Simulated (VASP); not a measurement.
# BO (R3m) in VASP: further runs, part 2 of 2

VASP 6.6.1.

### Step 4. Relaxation of cell and atoms, PBE

This run uses another cell than the first one, of 11.52 Å³/atom.

Input file INCAR:

```
PREC     = Accurate       # precision mode
ENCUT    = 600            # plane-wave cutoff, eV
EDIFF    = 1E-6           # SCF threshold, eV
ISMEAR   = 0              # smearing method
SIGMA    = 0.1            # smearing width, eV
LREAL    = False          # projectors in reciprocal space
LASPH    = True           # aspherical terms in the spheres
NELM     = 80             # most SCF steps
ALGO     = Normal         # electronic algorithm
ISIF     = 3              # what is computed and relaxed
LWAVE    = False          # write WAVECAR
LCHARG   = False          # write CHGCAR
GGA      = PE             # functional
IBRION   = 2              # ionic algorithm
NSW      = 100            # ionic steps
EDIFFG   = -0.01          # ionic threshold
```

Input file KPOINTS:

```
Automatic mesh
0
Gamma
  24 24 24
```

Input file POSCAR:

```
BO
1.0
    1.1963346438      0.6907041287      4.6458589500
   -1.1963346438      0.6907041287      4.6458589500
    0.0000000000     -1.3814082573      4.6458589500
B O
1 1
Direct
    0.2662825211      0.2662825211      0.2662825211
    0.9758878189      0.9758878189      0.9758878189
```

Run with:

```bash
$ cat potpaw_PBE.64/B/POTCAR potpaw_PBE.64/O/POTCAR > POTCAR
$ mpirun -np 1 vasp_std > vasp.out
```

It took 20 min on 1 thread of AMD EPYC 9R45 (Zen 5), shared host; peak memory 0.48 GiB.

The run converged. Its results:

```
Free energy                           : -12.9980 eV
Relaxed volume                        : 11.53 Å³/atom
Relaxed cell                          : a = 4.845 Å, b = 4.845 Å, c = 4.845 Å, α = 28.62°, β = 28.62°, γ = 28.62°
Space group after relaxing (to 0.1 Å) : R3m (No. 160)
Energy gained by relaxing             : 0.0 meV/atom
Ionic steps                           : 5
Pressure after relaxing               : 0.0 GPa
Largest force after relaxing          : 0.005 eV/Å
Band gap on the k mesh                : zero (an odd number of electrons rules out a gap without spin polarisation)
```

Forces on the atoms (eV/Å):
```
B    0.000  0.000 -0.005
O    0.000  0.000  0.005
```

Final structure:
```cif
data_structure
_symmetry_space_group_name_H-M 'P 1'
_symmetry_Int_Tables_number 1
_cell_length_a 4.8451
_cell_length_b 4.8451
_cell_length_c 4.8451
_cell_angle_alpha 28.620
_cell_angle_beta 28.620
_cell_angle_gamma 28.620
_cell_volume 23.07
loop_
_atom_site_label
_atom_site_type_symbol
_atom_site_fract_x
_atom_site_fract_y
_atom_site_fract_z
_atom_site_occupancy
B1 B 0.26631 0.26631 0.26631 1
O1 O 0.97586 0.97586 0.97586 1
```

Levels at points of the mesh, in eV from the Fermi level:
```csv
k point,band 2,band 3,band 4,band 5,band 6,band 7,band 8
"(0.00, 0.00, 0.00)",-9.86,-6.00,-6.00,-2.22,6.76,7.23,7.98
"(0.50, 0.00, 0.00)",-13.70,-8.29,-6.87,0.04,4.23,9.20,10.62
"(0.50, 0.50, 0.00)",-13.70,-8.29,-6.91,0.02,4.30,8.85,10.65
"(0.50, 0.50, 0.50)",-10.09,-6.00,-6.00,-1.13,5.07,7.48,7.98
```

Caveat: an odd number of electrons without spin polarisation forces a metal; a magnetic or distorted state may lie lower.

### Step 5. Single point, PBE

Input file INCAR:

```
SYSTEM = BO
PREC = Accurate
ENCUT = 520
EDIFF = 1E-6
ISMEAR = 0
SIGMA = 0.1
LREAL = .FALSE.
LASPH = .TRUE.
NELM = 100
ALGO = Normal
ISIF = 2
LWAVE = .FALSE.
LCHARG = .TRUE.
GGA = PE
LELF = .TRUE.
LVHAR = .TRUE.
NBANDS = 12
```

Input file KPOINTS:

```
regular mesh
0
G
  6 6 6
  0 0 0
```

Input file POSCAR:

```
BO
1.0
    1.1947850717      0.6898094828      4.6246194524
   -1.1947850717      0.6898094828      4.6246194524
    0.0000000000     -1.3796189655      4.6246194524
B O
1 1
Direct
    0.2660254756      0.2660254756      0.2660254756
   -0.0238551356     -0.0238551356     -0.0238551356
```

Potentials or basis: VASP PAW PBE potentials, release 64 (B, O).

Run with:

```bash
$ cat potpaw_PBE.64/B/POTCAR potpaw_PBE.64/O/POTCAR > POTCAR
$ mpirun -np 1 vasp_std > vasp.out
```

OUTCAR:

```text
SYSTEM = BO
   PREC = Accurate
   ENCUT = 520
   EDIFF = 1E-6
   ISMEAR = 0
   LREAL = .FALSE.
   LASPH = .TRUE.
   NELM = 100
   ISIF = 2
   GGA = PE

 ion  position               nearest neighbor table
   1  0.266  0.266  0.266-   2 1.51   2 1.51   2 1.51
   2  0.976  0.976  0.976-   1 1.51   1 1.51   1 1.51

  LATTYP: Found a trigonal (rhomboedric) cell.
 ALAT       =     4.8260183972
 COS(alpha) =     0.8774166108

  Lattice vectors:

 A1 = (   1.1947850717,   0.6898094828,   4.6246194524)
 A2 = (  -1.1947850717,   0.6898094828,   4.6246194524)
 A3 = (   0.0000000000,  -1.3796189655,   4.6246194524)

Analysis of symmetry for initial positions (statically):
=====================================================================
 Subroutine PRICEL returns:
 Original cell was already a primitive cell.

 Routine SETGRP: Setting up the symmetry group for a
 trigonal (rhombohedral) supercell.

 Subroutine GETGRP returns: Found  6 space group operations
 (whereof  6 operations were pure point group operations)
 out of a pool of 12 trial point group operations.

The static configuration has the point symmetry C_3v.

Analysis of symmetry for dynamics (positions and initial velocities):
=====================================================================
 Subroutine PRICEL returns:
 Original cell was already a primitive cell.

 Routine SETGRP: Setting up the symmetry group for a
 trigonal (rhombohedral) supercell.

 Subroutine GETGRP returns: Found  6 space group operations
 (whereof  6 operations were pure point group operations)
 out of a pool of 12 trial point group operations.

The dynamic configuration has the point symmetry C_3v.

 Subroutine INISYM returns: Found  6 space group operations
 (whereof  6 operations are pure point group operations),
 and found     1 'primitive' translations

----------------------------------------------------------------------------------------

                                     Primitive cell

  volume of cell :      22.8689

  direct lattice vectors                    reciprocal lattice vectors
     1.194785072  0.689809483  4.624619452     0.418485309  0.241612606  0.072078003
    -1.194785072  0.689809483  4.624619452    -0.418485309  0.241612606  0.072078003
     0.000000000 -1.379618965  4.624619452     0.000000000 -0.483225212  0.072078003

  length of vectors
     4.826018397  4.826018397  4.826018397     0.488571227  0.488571227  0.488571227

  position of ions in fractional coordinates (direct lattice)
     0.266025476  0.266025476  0.266025476
     0.976144864  0.976144864  0.976144864

  ion indices of the primitive-cell ions
   primitive index   ion index
                 1           1
                 2           2

----------------------------------------------------------------------------------------

 KPOINTS: regular mesh

Automatic generation of k-mesh.
 Grid dimensions read from file:
 generate k-points for:    6    6    6

 Generating k-lattice:

  Cartesian coordinates                     Fractional coordinates (reciprocal lattice)
     0.069747552  0.040268768  0.012013000     0.166666667 -0.000000000 -0.000000000
    -0.069747552  0.040268768  0.012013000    -0.000000000  0.166666667 -0.000000000
     0.000000000 -0.080537535  0.012013000     0.000000000  0.000000000  0.166666667
[... 40 lines left out ...]
   number of dos      NEDOS =    301   number of ions     NIONS =      2
   total plane-waves  NPLWV =  46656
   dimension x,y,z NGX =    36 NGY =   36 NGZ =   36
   dimension x,y,z NGXF=    72 NGYF=   72 NGZF=   72
   ions per type =               1   1
   NGX,Y,Z   is equivalent  to a cutoff of  12.40, 12.40, 12.40 a.u.
   NGXF,Y,Z  is equivalent  to a cutoff of  24.80, 24.80, 24.80 a.u.
 SYSTEM =  BO
   PREC   = accura    normal or accurate (medium, high low for compatibility)
   ISTART =      0    job   : 0-new  1-cont  2-samecut
   ICHARG =      2    charge: 1-file 2-atom 10-const
   ISPIN  =      1    spin polarized calculation?
   LNONCOLLINEAR =      F non collinear calculations
   LSORBIT =      F    spin-orbit coupling
   LASPH  =      T    aspherical Exc in radial PAW
   ENCUT  =  520.0 eV  38.22 Ry    6.18 a.u.   8.97  8.97  8.97*2*pi/ulx,y,z
   NELM   =    100;   NELMIN=  2; NELMDL= -5     # of ELM steps
   EDIFF  = 0.1E-05   stopping-criterion for ELM
   LREAL  =      F    real-space projection
   EDIFFG = 0.1E-04   stopping-criterion for IOM
   NSW    =      0    number of steps for IOM
   IBRION =     -1    ionic relax: 0-MD 1-quasi-New 2-CG
   NFREE  =      0    steps in history (QN), initial steepest desc. (CG)
   ISIF   =      2    stress and relaxation
   ISYM   =      2    0-nonsym 1-usesym 2-fastsym
   POTIM  = 0.5000    time-step for ionic-motion
   TEBEG  =    0.0;   TEEND  =   0.0 temperature during run
   PSTRESS=    0.0 pullay stress
   NELECT =       9.0000    total number of electrons
   NUPDOWN=      -1.0000    fix difference up-down
   EMIN   =  10.00;   EMAX   =-10.00  energy-range for DOS
   EFERMI =   0.00;   METHOD = LEGACY
   ISMEAR =     0;   SIGMA  =   0.10  broadening in eV -4-tet -1-fermi 0-gaus
   EFERMI_NEDOS =   21; number of points for ismear=-14 and -15
   IALGO  =     38    algorithm
   IMIX   =      4    mixing-type and parameters
     AMIX     =   0.40;   BMIX     =  1.00
     AMIX_MAG =   1.60;   BMIX_MAG =  1.00
  volume/ion in A,a.u.               =      11.43        77.16
  Fermi-wavevector in a.u.,A,eV,Ry     =   1.199703  2.267109 19.582679  1.439286
  Thomas-Fermi vector in A             =   2.335558
   LORBIT       =      0    0 simple, 1 ext, 2 COOP (PROOUT), +10 PAW based schemes
   GGA     = PE    functional components
   LHFCALC =     F    Hartree Fock is set to
   AEXX    =    0.0000 exact exchange contribution
   IVDW    =     0    specifies the selected vdW correction
   LEPSILON=     F    determine dielectric tensor
   LRPA    =     F    only Hartree local field effects (RPA)
 non-spin polarized calculation
 Gauss-broadening in eV      SIGMA  =   0.10
  energy-cutoff  :      520.00
  volume of cell :       22.87
 maximum number of plane-waves:       644
   NGX = 17   NGY = 17   NGZ = 17

 number of electron       9.0000002 magnetization

 Free energy of the ion-electron system (eV)
  ---------------------------------------------------
  ext. energy  EPLUGINS =         0.00000000
  ---------------------------------------------------
  free energy    TOTEN  =       -13.00211526 eV

  energy without entropy =      -12.99567623  energy(sigma->0) =      -12.99889575

 E-fermi :   2.7728     XC(G=0):  -8.9536

 val. band max:        2.7586643699   @ k =   0.5000   0.5000   0.1667
 cond. band min:       2.7817538918   @ k =  -0.3333   0.3333   0.3333
 fundamental gap:      0.0230895219
 Fermi energy:         2.7728085641

 k-point     1 :       0.0000    0.0000    0.0000
  band No.  band energies     occupation
      1     -22.8677      2.00000
      2      -7.0033      2.00000
      3      -3.0569      2.00000
      4      -3.0569      2.00000
      5       0.5934      2.00000
      6       9.7429      0.00000
      7      10.1783      0.00000
      8      10.9002      0.00000
      9      10.9002      0.00000
     10      18.4451      0.00000
     11      26.5313      0.00000
     12      28.4205      0.00000
[... 331 lines left out ...]
 k-point    24 :      -0.3333    0.5000    0.1667
  band No.  band energies     occupation
      1     -20.1743      2.00000
      2      -9.9830      2.00000
      3      -6.7633      2.00000
      4      -4.1025      2.00000
      5       3.2818      0.00000
      6       8.3190      0.00000
      7      12.0330      0.00000
      8      13.3122      0.00000
      9      14.7276      0.00000
     10      17.7252      0.00000
     11      19.0633      0.00000
     12      21.6112      0.00000

 [... further k-points ...]

------------------------ aborting loop because EDIFF is reached ----------------------------------------

  FORCE on cell =-STRESS in cart. coord.  units (eV):
  Direction    XX          YY          ZZ          XY          YZ          ZX
  --------------------------------------------------------------------------------------
  -------------------------------------------------------------------------------------
  Total        0.1204675      0.1204675      0.0126060      0.0000000      0.0000000      0.0000000
  in kB        8.4398413      8.4398413      0.8831630      0.0000000      0.0000000      0.0000000
  external PRESSURE =       5.9209485 kB  Pullay stress =       0.0000000 kB

 VOLUME and BASIS-vectors are now :
 -----------------------------------------------------------------------------
  energy-cutoff  :      520.00
  volume of cell :       22.87
      direct lattice vectors                 reciprocal lattice vectors
     1.194785072  0.689809483  4.624619452     0.418485309  0.241612606  0.072078003
    -1.194785072  0.689809483  4.624619452    -0.418485309  0.241612606  0.072078003
     0.000000000 -1.379618965  4.624619452     0.000000000 -0.483225212  0.072078003

 POSITION                                       TOTAL-FORCE (eV/Angst)
 -----------------------------------------------------------------------------------
      0.00000      0.00000      3.69080         0.000000     -0.000000     -0.015201
      0.00000      0.00000     13.54290         0.000000      0.000000      0.015201
 -----------------------------------------------------------------------------------
    total drift:                                0.000000      0.000000      0.000697

  FREE ENERGIE OF THE ION-ELECTRON SYSTEM (eV)
  ---------------------------------------------------
  free  energy   TOTEN  =       -13.0021152609 eV

  energy  without entropy=      -12.9956762346  energy(sigma->0) =      -12.99889575
```

OSZICAR:

```text
N       E                     dE             d eps       ncg     rms          rms(c)
DAV:   1     0.178344645286E+02    0.17834E+02   -0.40301E+03   776   0.605E+02
DAV:   2    -0.130617131329E+02   -0.30896E+02   -0.29941E+02   956   0.151E+02
DAV:   3    -0.136745951005E+02   -0.61288E+00   -0.61146E+00   988   0.182E+01
DAV:   4    -0.136767162361E+02   -0.21211E-02   -0.21211E-02   852   0.119E+00
DAV:   5    -0.136767314727E+02   -0.15237E-04   -0.15237E-04  1000   0.853E-02    0.619E+00
DAV:   6    -0.129998510675E+02    0.67688E+00   -0.34018E+00   868   0.121E+01    0.239E+00
DAV:   7    -0.129985055247E+02    0.13455E-02   -0.72803E-02   876   0.227E+00    0.146E+00
DAV:   8    -0.130020989720E+02   -0.35934E-02   -0.19001E-02   916   0.105E+00    0.122E-01
DAV:   9    -0.130020689206E+02    0.30051E-04   -0.10786E-03   956   0.229E-01    0.561E-02
DAV:  10    -0.130021077509E+02   -0.38830E-04   -0.34475E-04   932   0.122E-01    0.155E-02
DAV:  11    -0.130021133328E+02   -0.55819E-05   -0.12421E-05   936   0.253E-02    0.641E-03
DAV:  12    -0.130021152701E+02   -0.19374E-05   -0.28050E-06   912   0.111E-02    0.183E-03
DAV:  13    -0.130021152609E+02    0.92300E-08   -0.26020E-07   600   0.381E-03
   1 F= -.13002115E+02 E0= -.12998896E+02  d E =-.643903E-02
```

stdout:

```text
POSCAR found type information on POSCAR B O
 POSCAR found :  2 types and       2 ions
 scaLAPACK will be used
 LDA part: xc-table for (Slater+PW92), standard interpolation
 POSCAR, INCAR and KPOINTS ok, starting setup
 FFT: planning ... GRIDC
 FFT: planning ... GRID_SOFT
 FFT: planning ... GRID
 WAVECAR not read
 entering main loop
```

Run time: 32 s. Hardware: 1 thread of Oxide Virtual Turin-like, shared host; peak memory 0.15 GiB.

Results:

- Free energy: -13.0021 eV
- Pressure: 0.6 GPa
- Largest force: 0.015 eV/Å
- Band gap on the k mesh: zero (an odd number of electrons rules out a gap without spin polarisation)

Forces in eV/Å, atoms in the order of the input:
```
B    0.000  0.000 -0.015
O    0.000  0.000  0.015
```

Caveat: the k points lie up to 0.51 Å⁻¹ apart, too coarse for converged energies and pressures of a metal; an odd number of electrons without spin polarisation forces a metal; a magnetic or distorted state may lie lower.

### Step 6. Summary

```csv
task,cell,k mesh,cutoff (eV),gap on the mesh (eV),pressure (GPa),relaxed volume (Å³/atom),largest force (eV/Å)
relaxation of cell and atoms,"relaxed from a = 4.826 Å, angles 28.7°, 2 atoms, atomic positions A",12 × 12 × 12,600,none,-0.2,11.50,0.03
single point,"a = 5.017 Å, angles 27.6°, 2 atoms, atomic positions B",24 × 24 × 24,520,none,0.5,-,0.01
relaxation of cell and atoms,"relaxed from a = 4.847 Å, angles 28.6°, 2 atoms, atomic positions C",24 × 24 × 24,600,none,0.0,11.53,-
single point,"a = 4.826 Å, angles 28.7°, 2 atoms, atomic positions A",6 × 6 × 6,520,none,0.6,-,0.02
```

Alike in all rows: level PBE; potentials or basis VASP PAW PBE potentials, release 64 (B, O); no spin polarisation; smearing gaussian 0.1 eV.

Caveats: some runs use coarse meshes; an odd number of electrons without spin polarisation forces a metal; a magnetic or distorted state may lie lower.

Total energies depend on the potentials used, so only differences within one code and one set of settings carry meaning.

The gap in the log of VASP goes by the Fermi energy; the results here count the filled bands.